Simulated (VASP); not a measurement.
# BaS in VASP: a series of runs

BaS is run at these levels: PBEsol; tasks: single point.

Program: VASP 6.6.1. These are calculated values, not measurements. Logs are shortened: lines on timing, memory, paths and dates and some standing lists are left out, and cuts for length are marked.

## 1. The cell of the first run

The structure is cubic, space group F-43m (No. 216). The conventional cell has a = 7.029 Å, b = 7.029 Å, c = 7.029 Å, α = 90.00°, β = 90.00°, γ = 90.00°. Within 4.0 Å of Ba (site symmetry -43m) lie 4 S at 3.04 Å. Within 4.0 Å of S (site symmetry -43m) lie 4 Ba at 3.04 Å.

## 2. Single point, PBEsol (volume scaled by 1.040)

INCAR

```
PREC = Accurate ; ENCUT = 520
EDIFF = 1E-6 ; ISMEAR = 0
SIGMA = 0.05 ; LREAL = F
LASPH = T ; NELM = 60
ALGO = Normal ; ISIF = 2
LWAVE = F ; LCHARG = T
GGA = PS ; LELF = T
LVHAR = T ; NBANDS = 15
```

KPOINTS

```
regular mesh
0
Gamma
  8 8 8
```

POSCAR

```
BaS
1.0
    0.0000000000      3.5143479611      3.5143479611
    3.5143479611      0.0000000000      3.5143479611
    3.5143479611      3.5143479611      0.0000000000
Ba S
1 1
Direct
    0.0000000000      0.0000000000      0.0000000000
    0.2500000000      0.2500000000      0.2500000000
```

Potentials or basis: VASP PAW PBE potentials, release 64 (Ba_sv, S).

Launch:

```bash
> cat potpaw_PBE.64/Ba_sv/POTCAR potpaw_PBE.64/S/POTCAR > POTCAR
> mpirun -np 1 vasp_std > vasp.out
```

OUTCAR:

```text
PREC = Accurate
   ENCUT = 520
   EDIFF = 1E-6
   ISMEAR = 0
   LREAL = F
   LASPH = T
   NELM = 60
   ISIF = 2
   GGA = PS

 ion  position               nearest neighbor table
   1  0.000  0.000  0.000-   2 3.04   2 3.04   2 3.04   2 3.04
   2  0.250  0.250  0.250-   1 3.04   1 3.04   1 3.04   1 3.04

  LATTYP: Found a face centered cubic cell.
 ALAT       =     7.0286959222

  Lattice vectors:

 A1 = (   0.0000000000,   3.5143479611,   3.5143479611)
 A2 = (   3.5143479611,   0.0000000000,   3.5143479611)
 A3 = (   3.5143479611,   3.5143479611,   0.0000000000)

Analysis of symmetry for initial positions (statically):
=====================================================================
 Subroutine PRICEL returns:
 Original cell was already a primitive cell.

 Routine SETGRP: Setting up the symmetry group for a
 face centered cubic supercell.

 Subroutine GETGRP returns: Found 24 space group operations
 (whereof 24 operations were pure point group operations)
 out of a pool of 48 trial point group operations.

The static configuration has the point symmetry T_d .

Analysis of symmetry for dynamics (positions and initial velocities):
=====================================================================
 Subroutine PRICEL returns:
 Original cell was already a primitive cell.

 Routine SETGRP: Setting up the symmetry group for a
 face centered cubic supercell.

 Subroutine GETGRP returns: Found 24 space group operations
 (whereof 24 operations were pure point group operations)
 out of a pool of 48 trial point group operations.

The dynamic configuration has the point symmetry T_d .

 Subroutine INISYM returns: Found 24 space group operations
 (whereof 24 operations are pure point group operations),
 and found     1 'primitive' translations

----------------------------------------------------------------------------------------

                                     Primitive cell

  volume of cell :      86.8089

  direct lattice vectors                    reciprocal lattice vectors
     0.000000000  3.514347961  3.514347961    -0.142273903  0.142273903  0.142273903
     3.514347961  0.000000000  3.514347961     0.142273903 -0.142273903  0.142273903
     3.514347961  3.514347961  0.000000000     0.142273903  0.142273903 -0.142273903

  length of vectors
     4.970038549  4.970038549  4.970038549     0.246425628  0.246425628  0.246425628

  position of ions in fractional coordinates (direct lattice)
     0.000000000  0.000000000  0.000000000
     0.250000000  0.250000000  0.250000000

  ion indices of the primitive-cell ions
   primitive index   ion index
                 1           1
                 2           2

----------------------------------------------------------------------------------------

 KPOINTS: regular mesh

Automatic generation of k-mesh.
 Grid dimensions read from file:
 generate k-points for:    8    8    8

 Generating k-lattice:

  Cartesian coordinates                     Fractional coordinates (reciprocal lattice)
    -0.017784238  0.017784238  0.017784238     0.125000000  0.000000000  0.000000000
     0.017784238 -0.017784238  0.017784238     0.000000000  0.125000000  0.000000000
     0.017784238  0.017784238 -0.017784238     0.000000000  0.000000000  0.125000000

  Length of vectors
     0.030803204  0.030803204  0.030803204

  Shift w.r.t. Gamma in fractional coordinates (k-lattice)
     0.000000000  0.000000000  0.000000000

 Subroutine IBZKPT returns following result:
 ===========================================

 Found     29 irreducible k-points:

 Following reciprocal coordinates:
            Coordinates               Weight
  0.000000  0.000000  0.000000      1.000000
  0.125000  0.000000  0.000000      8.000000
  0.250000  0.000000  0.000000      8.000000
  0.375000  0.000000  0.000000      8.000000
  0.500000  0.000000  0.000000      4.000000
  0.125000  0.125000  0.000000      6.000000
[... 16 lines left out ...]
  0.500000  0.250000  0.125000     48.000000
 -0.375000  0.250000  0.125000     24.000000
 [... further k-points ...]
   k-points           NKPTS =     29   k-points in BZ     NKDIM =     29   number of bands    NBANDS=     15
   number of dos      NEDOS =    301   number of ions     NIONS =      2
   total plane-waves  NPLWV =  64000
   dimension x,y,z NGX =    40 NGY =   40 NGZ =   40
   dimension x,y,z NGXF=    80 NGYF=   80 NGZF=   80
   ions per type =               1   1
   NGX,Y,Z   is equivalent  to a cutoff of  13.38, 13.38, 13.38 a.u.
   NGXF,Y,Z  is equivalent  to a cutoff of  26.76, 26.76, 26.76 a.u.
 SYSTEM =  unknown system
   PREC   = accura    normal or accurate (medium, high low for compatibility)
   ISTART =      0    job   : 0-new  1-cont  2-samecut
   ICHARG =      2    charge: 1-file 2-atom 10-const
   ISPIN  =      1    spin polarized calculation?
   LNONCOLLINEAR =      F non collinear calculations
   LSORBIT =      F    spin-orbit coupling
   LASPH  =      T    aspherical Exc in radial PAW
   ENCUT  =  520.0 eV  38.22 Ry    6.18 a.u.   9.24  9.24  9.24*2*pi/ulx,y,z
   NELM   =     60;   NELMIN=  2; NELMDL= -5     # of ELM steps
   EDIFF  = 0.1E-05   stopping-criterion for ELM
   LREAL  =      F    real-space projection
   EDIFFG = 0.1E-04   stopping-criterion for IOM
   NSW    =      0    number of steps for IOM
   IBRION =     -1    ionic relax: 0-MD 1-quasi-New 2-CG
   NFREE  =      0    steps in history (QN), initial steepest desc. (CG)
   ISIF   =      2    stress and relaxation
   ISYM   =      2    0-nonsym 1-usesym 2-fastsym
   POTIM  = 0.5000    time-step for ionic-motion
   TEBEG  =    0.0;   TEEND  =   0.0 temperature during run
   PSTRESS=    0.0 pullay stress
   NELECT =      16.0000    total number of electrons
   NUPDOWN=      -1.0000    fix difference up-down
   EMIN   =  10.00;   EMAX   =-10.00  energy-range for DOS
   EFERMI =   0.00;   METHOD = LEGACY
   ISMEAR =     0;   SIGMA  =   0.05  broadening in eV -4-tet -1-fermi 0-gaus
   EFERMI_NEDOS =   21; number of points for ismear=-14 and -15
   IALGO  =     38    algorithm
   IMIX   =      4    mixing-type and parameters
     AMIX     =   0.40;   BMIX     =  1.00
     AMIX_MAG =   1.60;   BMIX_MAG =  1.00
  volume/ion in A,a.u.               =      43.40       292.91
  Fermi-wavevector in a.u.,A,eV,Ry     =   0.931666  1.760593 11.809868  0.868001
  Thomas-Fermi vector in A             =   2.058183
   LORBIT       =      0    0 simple, 1 ext, 2 COOP (PROOUT), +10 PAW based schemes
   GGA     = PS    functional components
   LHFCALC =     F    Hartree Fock is set to
   AEXX    =    0.0000 exact exchange contribution
   IVDW    =     0    specifies the selected vdW correction
   LEPSILON=     F    determine dielectric tensor
   LRPA    =     F    only Hartree local field effects (RPA)
 non-spin polarized calculation
 Gauss-broadening in eV      SIGMA  =   0.05
  energy-cutoff  :      520.00
  volume of cell :       86.81
 maximum number of plane-waves:      2362
 NGX is ok and might be reduce to    40
   NGX = 19   NGY = 19   NGZ = 19

 number of electron      15.9999999 magnetization

 Free energy of the ion-electron system (eV)
  ---------------------------------------------------
  ext. energy  EPLUGINS =         0.00000000
  ---------------------------------------------------
  free energy    TOTEN  =       -10.15549425 eV

  energy without entropy =      -10.15549425  energy(sigma->0) =      -10.15549425

 E-fermi :   0.0028     XC(G=0):  -7.3693

 val. band max:       -0.2594276194   @ k =  -0.2500   0.5000   0.2500
 cond. band min:       2.3752238854   @ k =   0.0000   0.0000   0.0000
 fundamental gap:      2.6346515049
 Fermi energy:         0.0027972182

 k-point     1 :       0.0000    0.0000    0.0000
  band No.  band energies     occupation
      1     -26.3194      2.00000
      2     -11.4888      2.00000
      3     -11.4888      2.00000
      4     -11.4888      2.00000
      5     -10.1565      2.00000
      6      -0.9543      2.00000
      7      -0.9543      2.00000
      8      -0.9543      2.00000
      9       2.3752      0.00000
     10       4.7469      0.00000
     11       4.7469      0.00000
     12       6.6890      0.00000
     13       6.6890      0.00000
     14       6.6890      0.00000
     15       9.6665      0.00000

 k-point     2 :       0.1250    0.0000    0.0000
  band No.  band energies     occupation
      1     -26.3172      2.00000
      2     -11.6205      2.00000
      3     -11.4948      2.00000
      4     -11.4948      2.00000
      5     -10.0202      2.00000
      6      -1.0076      2.00000
      7      -0.9125      2.00000
      8      -0.9125      2.00000
      9       2.7265      0.00000
     10       4.6145      0.00000
     11       4.6145      0.00000
     12       6.4889      0.00000
     13       6.9573      0.00000
     14       6.9573      0.00000
     15       8.7087      0.00000

 k-point     3 :       0.2500    0.0000    0.0000
  band No.  band energies     occupation
      1     -26.3119      2.00000
      2     -11.8679      2.00000
      3     -11.5092      2.00000
      4     -11.5092      2.00000
      5      -9.7656      2.00000
      6      -1.0383      2.00000
      7      -0.8157      2.00000
      8      -0.8157      2.00000
      9       3.4800      0.00000
     10       4.5129      0.00000
     11       4.5129      0.00000
     12       6.1194      0.00000
     13       7.1005      0.00000
     14       7.1005      0.00000
     15       7.4117      0.00000

 k-point     4 :       0.3750    0.0000    0.0000
  band No.  band energies     occupation
      1     -26.3065      2.00000
      2     -12.0627      2.00000
      3     -11.5234      2.00000
      4     -11.5234      2.00000
      5      -9.5695      2.00000
      6      -0.9525      2.00000
      7      -0.7268      2.00000
      8      -0.7268      2.00000
      9       4.0041      0.00000
     10       4.6909      0.00000
     11       4.6909      0.00000
     12       5.4377      0.00000
     13       6.5567      0.00000
     14       6.5567      0.00000
     15       7.4877      0.00000
[... 307 lines left out ...]
 k-point    22 :       0.3750    0.2500    0.1250
  band No.  band energies     occupation
      1     -26.3079      2.00000
      2     -11.9806      2.00000
      3     -11.5622      2.00000
      4     -11.5280      2.00000
      5      -9.5960      2.00000
      6      -1.1511      2.00000
      7      -0.6842      2.00000
      8      -0.6546      2.00000
      9       3.6805      0.00000
     10       4.0902      0.00000
     11       5.0755      0.00000
     12       5.9744      0.00000
     13       6.8079      0.00000
     14       7.2120      0.00000
     15       8.0094      0.00000

 k-point    23 :       0.5000    0.2500    0.1250
  band No.  band energies     occupation
      1     -26.3036      2.00000
      2     -12.1034      2.00000
      3     -11.5975      2.00000
      4     -11.5439      2.00000
      5      -9.4426      2.00000
      6      -1.0187      2.00000
      7      -0.6820      2.00000
      8      -0.5444      2.00000
      9       3.6212      0.00000
     10       4.1714      0.00000
     11       5.1363      0.00000
     12       5.9947      0.00000
     13       6.5876      0.00000
     14       7.1238      0.00000
     15       8.0600      0.00000

 k-point    24 :      -0.3750    0.2500    0.1250
  band No.  band energies     occupation
      1     -26.3018      2.00000
      2     -12.1500      2.00000
      3     -11.6106      2.00000
      4     -11.5519      2.00000
      5      -9.3842      2.00000
      6      -0.8816      2.00000
      7      -0.7464      2.00000
      8      -0.4958      2.00000
      9       3.4754      0.00000
     10       4.2785      0.00000
     11       5.0482      0.00000
     12       6.1191      0.00000
     13       6.4966      0.00000
     14       7.0251      0.00000
     15       8.5220      0.00000

 [... further k-points ...]
[... 5 lines left out ...]
  --------------------------------------------------------------------------------------
  -------------------------------------------------------------------------------------
  Total       -0.3498333     -0.3498333     -0.3498333      0.0000000      0.0000000      0.0000000
  in kB       -6.4566533     -6.4566533     -6.4566533      0.0000000      0.0000000      0.0000000
  external PRESSURE =      -6.4566533 kB  Pullay stress =       0.0000000 kB

 VOLUME and BASIS-vectors are now :
 -----------------------------------------------------------------------------
  energy-cutoff  :      520.00
  volume of cell :       86.81
      direct lattice vectors                 reciprocal lattice vectors
     0.000000000  3.514347961  3.514347961    -0.142273903  0.142273903  0.142273903
     3.514347961  0.000000000  3.514347961     0.142273903 -0.142273903  0.142273903
     3.514347961  3.514347961  0.000000000     0.142273903  0.142273903 -0.142273903

 POSITION                                       TOTAL-FORCE (eV/Angst)
 -----------------------------------------------------------------------------------
      0.00000      0.00000      0.00000        -0.000000     -0.000000     -0.000000
      1.75717      1.75717      1.75717         0.000000      0.000000      0.000000
 -----------------------------------------------------------------------------------
    total drift:                                0.000000      0.000000      0.000000

  FREE ENERGIE OF THE ION-ELECTRON SYSTEM (eV)
  ---------------------------------------------------
  free  energy   TOTEN  =       -10.1554942513 eV

  energy  without entropy=      -10.1554942513  energy(sigma->0) =      -10.15549425
```

Run time: 72 s. Hardware: 1 thread of AMD EPYC 7R13, shared host; peak memory 0.22 GiB.

Results:

| Quantity | Value |
| --- | --- |
| Free energy | -10.1555 eV |
| Pressure | -0.6 GPa |
| Band gap on the k mesh | 2.63 eV, indirect (least direct gap 3.32 eV) |

Levels at points of the mesh, in eV from the valence-band top:
| k point | band 6 | band 7 | band 8 | band 9 | band 10 | band 11 |
| --- | --- | --- | --- | --- | --- | --- |
| (0.00, 0.00, 0.00) | -0.69 | -0.69 | -0.69 | 2.63 | 5.01 | 5.01 |
| (0.50, 0.00, 0.00) | -0.62 | -0.43 | -0.43 | 4.37 | 5.19 | 5.19 |
| (0.50, 0.50, 0.00) | -1.12 | -0.01 | -0.01 | 3.36 | 4.48 | 6.27 |

Caveat: the cell differs from its parent crystal (volume scaled by 1.040); the PAW data sets were made with another functional, which shifts forces and pressure a little; spin-orbit coupling is left out, which moves the levels of the heavy elements. A k mesh can miss the band edges.

## 3. Single point, PBEsol (atom 1 (Ba) moved 0.12 Å along z)

INCAR

```
PREC     = Accurate       # precision mode
ENCUT    = 520            # plane-wave cutoff, eV
EDIFF    = 1E-7           # SCF threshold, eV
ISMEAR   = 0              # smearing method
SIGMA    = 0.05           # smearing width, eV
LREAL    = False          # projectors in reciprocal space
LASPH    = True           # aspherical terms in the spheres
NELM     = 60             # most SCF steps
ALGO     = Normal         # electronic algorithm
ISIF     = 2              # what is computed and relaxed
LWAVE    = False          # write WAVECAR
LCHARG   = True           # write CHGCAR
GGA      = PS             # functional
LELF     = True           # ELF
LVHAR    = True         
NBANDS   = 15             # bands
```

KPOINTS is that of step 2.

POSCAR

```
BaS
1.0
    0.0000000000      3.4687019119      3.4687019119
    3.4687019119      0.0000000000      3.4687019119
    3.4687019119      3.4687019119      0.0000000000
Ba S
1 1
Direct
    0.0172975371      0.0172975371     -0.0172975371
    0.2500000000      0.2500000000      0.2500000000
```

Potentials or basis: VASP PAW PBE potentials, release 64 (Ba_sv, S).

Launch:

```bash
> cat potpaw_PBE.64/Ba_sv/POTCAR potpaw_PBE.64/S/POTCAR > POTCAR
> mpirun -np 1 vasp_std > vasp.out
```

It took 2.9 min on 1 thread of AMD EPYC 7R13, shared host; peak memory 0.25 GiB.

The run converged. Its results:

* Free energy: -10.1291 eV
* Pressure: 0.7 GPa
* Largest force: 0.465 eV/Å
* Band gap on the k mesh: 2.67 eV, indirect (least direct gap 3.31 eV)

Forces on the atoms (eV/Å):
```
Ba   0.000  0.000 -0.465
S    0.000  0.000  0.465
```

Stress tensor (GPa, compression positive):
```
0.72 1.33 0.00
1.33 0.72 0.00
0.00 0.00 0.53
```

Levels at points of the mesh, in eV from the valence-band top:
```
           k point  band 5  band 6  band 7  band 8  band 9  band 10  band 11  band 12
(0.00, 0.00, 0.00)   -9.96   -0.80   -0.78   -0.74    2.67     5.04     5.05     6.76
(0.50, 0.00, 0.00)   -9.28   -0.67   -0.58   -0.48    4.56     5.13     5.36     5.51
(0.00, 0.00, 0.50)   -9.10   -0.64   -0.50   -0.38    4.26     5.03     5.39     5.39
(0.50, 0.50, 0.00)   -8.99   -1.21   -0.02    0.00    3.33     4.58     6.33     6.42
(0.00, 0.50, 0.50)   -8.95   -1.21   -0.02   -0.01    3.37     4.52     6.32     6.35
```

Caveat: the cell differs from its parent crystal (atom 1 (Ba) moved 0.12 Å along z); the PAW data sets were made with another functional, which shifts forces and pressure a little; spin-orbit coupling is left out, which moves the levels of the heavy elements. A k mesh can miss the band edges.

## 4. Single point, PBEsol

This run uses another cell than the first one, of 41.73 Å³/atom, 0.962 times its volume.

INCAR

```
PREC = Accurate ; ENCUT = 520
EDIFF = 1E-6 ; ISMEAR = 0
SIGMA = 0.05 ; LREAL = False
LASPH = True ; NELM = 100
ALGO = Normal ; ISIF = 2
LWAVE = False ; LCHARG = False
GGA = PS ; NBANDS = 15
```

KPOINTS

```
Automatic mesh
0
Gamma
  8 8 8
```

POSCAR

```
BaS
1.0
    0.0173435096      3.4687019119      3.4687019119
    3.4860454215      0.0000000000      3.4860454215
    3.4687019119      3.4687019119      0.0173435096
Ba S
1 1
Direct
    0.0000000000      0.0000000000      0.0000000000
    0.2500000000      0.2500000000      0.2500000000
```

Launch:

```bash
> cat potpaw_PBE.64/Ba_sv/POTCAR potpaw_PBE.64/S/POTCAR > POTCAR
> mpirun -np 1 vasp_std > vasp.out
```

Run time: 2.8 min. Hardware: 1 thread of AMD EPYC 7R13, shared host; peak memory 0.26 GiB.

Results (log left out):

- Free energy: -10.1564 eV
- Pressure: 0.5 GPa
- Largest force: 0.057 eV/Å
- Band gap on the k mesh: 2.68 eV, indirect (least direct gap 3.32 eV)

Forces on the atoms (eV/Å):
```
Ba   0.000  0.057  0.000
S    0.000 -0.057  0.000
```

Stress tensor (GPa, compression positive):
```
 0.51  0.00 -0.23
 0.00  0.51  0.00
-0.23  0.00  0.51
```

Levels at points of the mesh, in eV from the valence-band top:
```tsv
k point	band 4	band 5	band 6	band 7	band 8	band 9	band 10	band 11	band 12	band 13
(0.00, 0.00, 0.00)	-11.13	-9.96	-0.78	-0.77	-0.76	2.68	5.05	5.05	7.06	7.08
(0.50, 0.00, 0.00)	-11.18	-9.19	-0.63	-0.49	-0.48	4.41	5.24	5.28	5.40	6.45
(0.00, 0.50, 0.00)	-11.18	-9.20	-0.66	-0.49	-0.48	4.44	5.24	5.28	5.40	6.46
(0.50, 0.50, 0.00)	-11.25	-8.97	-1.20	-0.01	-0.01	3.37	4.53	6.38	6.38	6.45
(0.50, 0.00, 0.50)	-11.25	-8.97	-1.20	-0.01	0.00	3.37	4.53	6.37	6.39	6.45
```

Caveat: the PAW data sets were made with another functional, which shifts forces and pressure a little; spin-orbit coupling is left out, which moves the levels of the heavy elements. A hybrid or GW would open this gap; PBEsol tends to underestimate it.

## 5. Summary

| cell | gap on the mesh (eV) | pressure (GPa) | largest force (eV/Å) |
| --- | --- | --- | --- |
| a = 4.970 Å, angles 60.0°, 2 atoms | 2.63 | -0.6 | - |
| a = 4.905 Å, angles 60.0°, 2 atoms | 2.67 | 0.7 | 0.46 |
| a = 4.906, b = 4.930 Å, angles 59.8, 59.7, 59.8°, 2 atoms | 2.68 | 0.5 | 0.06 |

Alike in all rows: task single point; level PBEsol; potentials or basis VASP PAW PBE potentials, release 64 (Ba_sv, S); no spin polarisation; k mesh 8 × 8 × 8; cutoff (eV) 520; smearing gaussian 0.05 eV.

Caveats: the PAW data sets were made with another functional, which shifts forces and pressure a little; spin-orbit coupling is left out, which moves the levels of the heavy elements.

Total energies depend on the potentials used, so only differences within one code and one set of settings carry meaning.
